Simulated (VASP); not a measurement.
# C (P6_3/mmc) in VASP: further runs, part 2 of 2

VASP 6.6.1. Earlier steps stand in the parts before.

## 4. Relaxation of cell and atoms, LDA

Input file INCAR:

```
  PREC = Accurate
  ENCUT = 1300
  EDIFF = 1E-7
  ISMEAR = 0
  SIGMA = 0.1
  LREAL = False
  LASPH = True
  NELM = 120
  ALGO = Normal
  ISIF = 3
  LWAVE = False
  LCHARG = False
  GGA = CA
  IBRION = 2
  NSW = 80
  EDIFFG = -0.03
  GGA_COMPAT = False
  NELMIN = 4
```

Input file KPOINTS:

```
regular mesh
0
Gamma
  23 23 13
```

Input file POSCAR:

```
C
1.0
    2.1200000000      0.0000000000      0.0000000000
   -1.0600000000      1.8359738560      0.0000000000
    0.0000000000      0.0000000000      3.4619600000
C
2
Direct
    0.3333333333      0.6666666667      0.2500000000
    0.6666666667      0.3333333333      0.7500000000
```

Potentials or basis: VASP PAW LDA potentials, release 64 (C_h).

The run is started by

```
> cat potpaw_LDA.64/C_h/POTCAR > POTCAR
> mpirun -np 1 vasp_std > vasp.out
```

OUTCAR:

```text
PREC = Accurate
   ENCUT = 1300
   EDIFF = 1E-7
   ISMEAR = 0
   LREAL = False
   LASPH = True
   NELM = 120
   ISIF = 3
   GGA = CA
   IBRION = 2
   NSW = 80
   EDIFFG = -0.03
   NELMIN = 4

 ion  position               nearest neighbor table
   1  0.333  0.667  0.250-
   2  0.667  0.333  0.750-

  LATTYP: Found a hexagonal cell.
 ALAT       =     2.1200000000
 C/A-ratio  =     1.6330000000

  Lattice vectors:

 A1 = (   2.1200000000,   0.0000000000,   0.0000000000)
 A2 = (  -1.0600000000,   1.8359738560,   0.0000000000)
 A3 = (   0.0000000000,   0.0000000000,   3.4619600000)

Analysis of symmetry for initial positions (statically):
=====================================================================
 Subroutine PRICEL returns:
 Original cell was already a primitive cell.

 Routine SETGRP: Setting up the symmetry group for a
 hexagonal supercell.

 Subroutine GETGRP returns: Found 24 space group operations
 (whereof 12 operations were pure point group operations)
 out of a pool of 24 trial point group operations.

The static configuration has the point symmetry D_3d.
 The point group associated with its full space group is D_6h.

Analysis of symmetry for dynamics (positions and initial velocities):
=====================================================================
 Subroutine PRICEL returns:
 Original cell was already a primitive cell.

 Routine SETGRP: Setting up the symmetry group for a
 hexagonal supercell.

 Subroutine GETGRP returns: Found 24 space group operations
 (whereof 12 operations were pure point group operations)
 out of a pool of 24 trial point group operations.

The dynamic configuration has the point symmetry D_3d.
 The point group associated with its full space group is D_6h.

 Subroutine INISYM returns: Found 24 space group operations
 (whereof 12 operations are pure point group operations),
 and found     1 'primitive' translations

----------------------------------------------------------------------------------------

                                     Primitive cell
[... 137 lines left out ...]
  ext. energy  EPLUGINS =         0.00000000
  ---------------------------------------------------
  free energy    TOTEN  =       -11.24178614 eV

  energy without entropy =      -11.23815364  energy(sigma->0) =      -11.23996989

------------------------ aborting loop because EDIFF is reached ----------------------------------------

  FORCE on cell =-STRESS in cart. coord.  units (eV):
  Direction    XX          YY          ZZ          XY          YZ          ZX
  --------------------------------------------------------------------------------------
  -------------------------------------------------------------------------------------
  Total       -0.7810069     -0.7810069     -0.2129889     -0.0000000      0.0000000      0.0000000
  in kB      -92.8626469    -92.8626469    -25.3246280     -0.0000000      0.0000000      0.0000000
  external PRESSURE =     -70.3499739 kB  Pullay stress =       0.0000000 kB
[... 89 lines left out ...]
  FREE ENERGIE OF THE ION-ELECTRON SYSTEM (eV)
  ---------------------------------------------------
  free  energy   TOTEN  =       -11.2588725551 eV

  energy  without entropy=      -11.2559806023  energy(sigma->0) =      -11.25742658

 E-fermi :  10.1644     XC(G=0): -12.9272

 val. band max:       10.1601139884   @ k =   0.3043   0.1739   0.3077
 cond. band min:      10.1659022993   @ k =   0.3913   0.0435   0.3846
 fundamental gap:      0.0057883110
 Fermi energy:        10.1643562670

 k-point     1 :       0.0000    0.0000    0.0000
  band No.  band energies     occupation
      1     -12.6166      2.00000
      2     -11.3884      2.00000
      3      -1.5328      2.00000
      4       3.7822      2.00000
      5      15.4588      0.00000
      6      27.0736      0.00000
      7      27.0736      0.00000
      8      27.1145      0.00000
[... 243 lines left out ...]
 k-point    24 :       0.0870    0.0870    0.0000
  band No.  band energies     occupation
      1     -11.4069      2.00000
      2     -10.2419      2.00000
      3      -0.0261      2.00000
      4       5.1638      2.00000
      5      16.4284      0.00000
      6      23.5147      0.00000
      7      24.4881      0.00000
      8      24.6161      0.00000

 [... further k-points ...]

[... ionic steps 4 to 20 ...]

--------------------------------------- Ionic step       21  -------------------------------------------

 number of electron       8.0000001 magnetization

------------------------ aborting loop because EDIFF is reached ----------------------------------------
[... 67 lines left out ...]
--------------------------------------- Ionic step       23  -------------------------------------------

 number of electron       8.0000001 magnetization

 Free energy of the ion-electron system (eV)
  ---------------------------------------------------
  ext. energy  EPLUGINS =         0.00000000
  ---------------------------------------------------
  free energy    TOTEN  =       -12.28815624 eV

  energy without entropy =      -12.28574242  energy(sigma->0) =      -12.28694933

 E-fermi :   9.6976     XC(G=0): -12.7582

 val. band max:        9.6699910807   @ k =   0.3478   0.0870   0.4615
 cond. band min:       9.7013714958   @ k =   0.3478   0.1304   0.2308
 fundamental gap:      0.0313804151
 Fermi energy:         9.6976009590

 k-point     1 :       0.0000    0.0000    0.0000
  band No.  band energies     occupation
      1     -12.7394      2.00000
      2     -11.6167      2.00000
      3      -1.6512      2.00000
      4       3.3544      2.00000
      5      14.8586      0.00000
      6      26.1873      0.00000
      7      26.1873      0.00000
      8      26.2245      0.00000
[... 282 lines left out ...]
  FREE ENERGIE OF THE ION-ELECTRON SYSTEM (eV)
  ---------------------------------------------------
  free  energy   TOTEN  =       -12.2881562448 eV

  energy  without entropy=      -12.2857424227  energy(sigma->0) =      -12.28694933

 reached required accuracy - stopping structural energy minimisation
```

CONTCAR:

```text
C
   1.00000000000000
     1.6901134799506450   -0.0000000000000000   -0.0000000000000001
    -0.8450567399753226    1.4636812089072155    0.0000000000000000
     0.0000000000000000   -0.0000000000000003    5.4911824596885666
  C
     2
Direct
     0.3333333332999970    0.6666666667000030    0.2500000000000000
     0.6666666667000030    0.3333333332999970    0.7500000000000000

  0.00000000E+00  0.00000000E+00  0.00000000E+00
  0.00000000E+00  0.00000000E+00  0.00000000E+00
```

Run time: 11 min. Hardware: 1 thread of Intel Xeon 6975P-C (Granite Rapids), shared host; peak memory 0.25 GiB.

Results:

```
Free energy                           : -12.2882 eV
Relaxed volume                        : 6.79 Å³/atom
Relaxed cell                          : a = 1.690 Å, b = 1.690 Å, c = 5.491 Å, α = 90.00°, β = 90.00°, γ = 120.00°
Space group after relaxing (to 0.1 Å) : P6_3/mmc (No. 194)
Pressure after relaxing               : 0.0 GPa
Band gap on the k mesh                : zero (bands 4 and 5 overlap by 2.34 eV)
```

Final structure:
```
C
1.0
     1.69011    0.00000    0.00000
    -0.84506    1.46368    0.00000
     0.00000    0.00000    5.49118
C
2
Direct
  0.33333 0.66667 0.25000
  0.66667 0.33333 0.75000
```

Caveat: a cell axis changed by over 15 % at a fixed basis, so the end point is rough.

## 5. The runs side by side

```tsv
cell	gap on the mesh (eV)	pressure (GPa)
relaxed to 20 GPa	none	20.6
relaxed to 10 GPa	none	9.6
relaxed	none	0.0
```

Alike in all rows: task relaxation of cell and atoms; level LDA; potentials or basis VASP PAW LDA potentials, release 64 (C_h); no spin polarisation; k mesh 23 × 23 × 13; cutoff (eV) 1300; smearing gaussian 0.1 eV.

Caveats: a cell axis changed by over 15 % at a fixed basis, so the end point is rough; the cell is relaxed towards a set pressure, so the run minimises the enthalpy, not the energy (at least some runs).

Absolute energies hang on the potentials; compare differences alone.

The gap in the log of VASP goes by the Fermi energy; the results here count the filled bands.